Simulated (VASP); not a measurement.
Runs of VASP 6.6.1 on SiC. The structure is hexagonal, space group P6_3/mmc (No. 194). Conventional cell: a = 3.137 Å, b = 3.137 Å, c = 4.933 Å, α = 90.00°, β = 90.00°, γ = 120.00°. Si (site symmetry -6m2) has 3 C at 1.81 Å within 2.4 Å. C (site symmetry -6m2) has 3 Si at 1.81 Å within 2.4 Å. 

```tsv
k mesh	smearing	gap on the mesh (eV)	pressure (GPa)
6 × 6 × 4	fermi-dirac 0.001 eV	none	3.6
6 × 6 × 4	fermi-dirac 0.5 eV	none	4.7
6 × 6 × 4	gaussian 0.05 eV	none	3.6
6 × 6 × 4	tetrahedron	none	3.6
6 × 6 × 4	fermi-dirac 0.02 eV	none	3.6
6 × 6 × 4	methfessel-paxton 0.05 eV	none	3.6
8 × 8 × 1	fermi-dirac 0.02 eV	none	3.2
6 × 6 × 4	gaussian 0.5 eV	none	(a)
6 × 6 × 4	methfessel-paxton 0.001 eV	none	3.6
```

Alike in all rows: task single point; level PBE; potentials or basis VASP PAW PBE potentials, release 64 (Si, C); no spin polarisation; cell as given; cutoff (eV) 600.

Fill in the values left out.

(a) 3.8.

Caveats: all runs use coarse meshes; tetrahedron occupations give inexact forces and stress in metals (some runs).

A gap of «none» marks levels without a gap at the run's occupations.
